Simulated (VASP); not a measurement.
Input of a VASP 6.6.1 run:

File INCAR:

```
PREC = Accurate
ENCUT = 520
EDIFF = 1E-6
ISMEAR = 0
SIGMA = 0.1
LREAL = False
LASPH = True
NELM = 80
ALGO = Normal
ISIF = 2
LWAVE = False
LCHARG = True
GGA = PE
LELF = True
LVHAR = True
NBANDS = 25
```

The input KPOINTS:

```
regular mesh
0
Gamma
  6 6 4
```

POSCAR

```
NbCuP2
1.0
    3.5635332574      0.0000000000      0.0000000000
   -1.7817666287      3.0861103282      0.0000000000
    0.0000000000      0.0000000000      5.5343956840
Nb Cu P
1 1 2
Direct
    0.3333333333      0.6666666667      0.5000000000
    0.3333333333      0.6666666667      0.0000000000
    0.0000000000      0.0000000000      0.7698560198
    0.0000000000      0.0000000000      0.2301439802
```

Potentials or basis: VASP PAW PBE potentials, release 64 (Nb_sv, Cu, P).

The run is started by

```console
$ cat potpaw_PBE.64/Nb_sv/POTCAR potpaw_PBE.64/Cu/POTCAR potpaw_PBE.64/P/POTCAR > POTCAR
$ mpirun -np 1 vasp_std > vasp.out
```

Problem. Estimate the pressure.

Solution. 0.1 GPa.

Problem. What does it give for the band gap on the k mesh?

Solution. Zero (band 17 reaches 10.14 eV, above the bottom of band 18 at 9.82 eV).

Stress tensor (GPa, compression positive):
```
 0.26  0.00  0.00
 0.00  0.26  0.00
 0.00  0.00 -0.32
```
